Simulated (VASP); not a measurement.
Zr, 2 atoms in the cell. Symmetry: P6_3/mmc, No. 194, hexagonal system. Conventional cell: a = 3.269 Å, b = 3.269 Å, c = 5.059 Å, α = 90.00°, β = 90.00°, γ = 120.00°. Zr (site symmetry -6m2) has 12 Zr at 3.16 to 3.27 Å within 4.2 Å. 

| Property | Result |
| --- | --- |
| Program | VASP 6.6.1 |
| Task | single point |
| Functional | PBE-based screened hybrid |
| Potentials or basis | VASP PAW PBE potentials, release 64 (Zr_sv) |
| Cutoff | 520 eV |
| k mesh | 5 × 5 × 3 |
| Occupations | fermi-dirac, width 0.05 eV |
| Spin | no spin polarisation |
| Dipole correction | no |
| Grid for exact exchange (PRECFOCK) | Normal |
| Share of exact exchange | 0.25 |
| Further INCAR settings | ALGO = Normal; EDIFF = 1e-06; NBANDS = 19 |
| Screening parameter | 0.3 1/Å |

Potentials or basis: VASP PAW PBE potentials, release 64 (Zr_sv).

Run with:

```console
$ cat potpaw_PBE.64/Zr_sv/POTCAR > POTCAR
$ cp INCAR.step1 INCAR
$ mpirun -np 1 vasp_std > vasp.out
$ cp INCAR.step2 INCAR
$ mpirun -np 1 vasp_std > vasp.out
```

Hardware: 1 thread of AMD EPYC 7R43 64-Core Processor (Zen 3), on a shared host.

Question: Estimate the wall time of this run.

Answer: Wall time 25 min on 1 thread of AMD EPYC 7R43 64-Core Processor (Zen 3) (shared host), peak memory 0.23 GiB. Counts: k points 10.
